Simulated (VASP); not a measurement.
SiO2: single point with PBEsol

Crystal: SiO2.

```xyz
6
Lattice="-2.4909 2.4909 3.6677 2.4909 -2.4909 3.6677 2.4909 2.4909 -3.6677" Properties=species:S:1:pos:R:3 pbc="T T T"
Si    0.0000    0.0000    0.0000
Si    0.0000    2.4909    1.8339
O     0.4804    1.2454    0.9169
O     1.2454    2.9713    2.7508
O    -1.2454    2.0105    2.7508
O    -0.4804    3.7363    0.9169
```

- Program: VASP 6.6.1
- Task: single point
- Functional: PBEsol
- Potentials or basis: VASP PAW PBE potentials, release 64 (Si, O)
- Cutoff: 520 eV
- k mesh: 6 × 6 × 6
- Occupations: gaussian, width 0.02 eV
- Spin: no spin polarisation
- Dipole correction: no
- Further INCAR settings: ALGO = Normal; EDIFF = 1e-06; NBANDS = 25

```yaml
Pressure: 0.5 GPa
Largest_force: 0.023 eV/Å
Band_gap_on_the_k_mesh: 5.82 eV, direct
```

Forces on the atoms (eV/Å):
```
Si   0.000  0.000  0.000
Si   0.000  0.000  0.000
O    0.023  0.000  0.000
O    0.000  0.023  0.000
O    0.000 -0.023  0.000
O   -0.023  0.000  0.000
```

Levels at points of the mesh, in eV from the valence-band top:
| k point | band 12 | band 13 | band 14 | band 15 | band 16 | band 17 | band 18 | band 19 | band 20 | band 21 |
| --- | --- | --- | --- | --- | --- | --- | --- | --- | --- | --- |
| (0.00, 0.00, 0.00) | -1.60 | -1.55 | -0.68 | 0.00 | 0.00 | 5.82 | 8.64 | 10.40 | 10.40 | 10.52 |
| (0.50, 0.00, 0.00) | -1.62 | -1.50 | -0.79 | -0.49 | -0.14 | 8.04 | 8.92 | 9.61 | 10.03 | 10.62 |
| (0.50, 0.50, 0.00) | -2.08 | -0.98 | -0.98 | -0.34 | -0.34 | 9.01 | 9.01 | 10.04 | 10.04 | 10.97 |
| (0.50, 0.50, 0.50) | -2.09 | -1.47 | -1.47 | -0.33 | -0.33 | 8.80 | 8.80 | 10.11 | 10.11 | 11.52 |

Run time: 54 s on 1 thread of Intel(R) Xeon(R) Platinum 8375C CPU @ 2.90GHz (Ice Lake), with other jobs on the host, peak memory 0.25 GiB.

Caveat: the PAW data sets were made with another functional, which shifts forces and pressure a little. A k mesh can miss the band edges.
